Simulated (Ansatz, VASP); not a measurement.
# Al3GaN4 in VASP and in Ansatz

The input INCAR:

```
PREC = Accurate
ENCUT = 520
EDIFF = 1E-6
ISMEAR = 0
SIGMA = 0.05
LREAL = F
LASPH = T
NELM = 80
ALGO = Normal
ISIF = 2
LWAVE = F
LCHARG = F
GGA = PS
NBANDS = 31
```

File KPOINTS:

```
Automatic mesh
0
Gamma
  6 8 4
```

Contents of POSCAR:

```
Al3GaN4
1.0
    5.0434079743      0.0000000000      0.0001149899
    0.0000000000      3.1300738979      0.0000000000
   -0.0032362578      0.0000000000      5.4179919454
Al Ga N
3 1 4
Direct
    0.5002300429      0.5000000000      0.1673295662
    0.0009207031      0.5000000000      0.8348055926
    0.0010880657      0.0000000000      0.3316926346
    0.4783910890      0.0338861064      0.6662013481
    0.1111724737      0.0000000000      0.6663292504
    0.1224543244      0.5000000000      0.1671578642
    0.6251234792      0.5000000000      0.8401923549
    0.6231881982      0.0000000000      0.3262928352
```

Input for Ansatz:

```yaml
crystal:
  lattice:
    - [5.0434079743, 0.0, 0.0001149899]
    - [0.0, 3.1300738979, 0.0]
    - [-0.0032362578, 0.0, 5.4179919454]
  atoms:
    - { symbol: Al, position: [0.5002300429, 0.5, 0.1673295662] }
    - { symbol: Al, position: [0.0009207031, 0.5, 0.8348055926] }
    - { symbol: Al, position: [0.0010880657, 0.0, 0.3316926346] }
    - { symbol: Ga, position: [0.478391089, 0.0338861064, 0.6662013481] }
    - { symbol: "N", position: [0.1111724737, 0.0, 0.6663292504] }
    - { symbol: "N", position: [0.1224543244, 0.5, 0.1671578642] }
    - { symbol: "N", position: [0.6251234792, 0.5, 0.8401923549] }
    - { symbol: "N", position: [0.6231881982, 0.0, 0.3262928352] }
basis:
  ecutwfc: 420
kpoints:
  mp_grid: { grid: [6, 8, 4] }
hamiltonian:
  xc: pbesol
scf:
  occupations: { method: gaussian, width: 0.05 }
output:
  forces: true
  stress: true
  eigenvalues: true
```

Change from the starting cell: all Ga atoms moved -0.150 Å, as atom 4 along Cartesian [1 -1 0].

Alike in both runs: task single point; functional PBEsol; k mesh 6 × 8 × 4; occupations gaussian, width 0.05 eV; no spin polarisation.

```csv
,VASP,Ansatz
version,VASP 6.6.1,Ansatz 0.2.0
potentials or method,"VASP PAW PBE potentials, release 64 (Al, Ga_d, N), cutoff 520 eV","scalar-relativistic, plane waves, PAW"
valence electrons in the cell,42,42
```

|  | VASP | Ansatz | Ansatz less VASP |
| --- | --- | --- | --- |
| gap on the k mesh at the Fermi level (eV) | 3.29 | 3.27 | -0.015 |
| least direct gap on the mesh (eV) | 3.29 | 3.27 | -0.015 |
| pressure (GPa) | 0.6 | 0.7 | +0.09 |
| traceless stress, the component that is largest in VASP (GPa) | 2.45 | 2.48 | +0.038 |
| rms of the force components (eV/Å) | 0.581 | 0.587 | +0.0056 |

VASP's potentials were made for PBE, not for PBEsol. Atom by atom the forces differ by 0.008 eV/Å (rms over components).
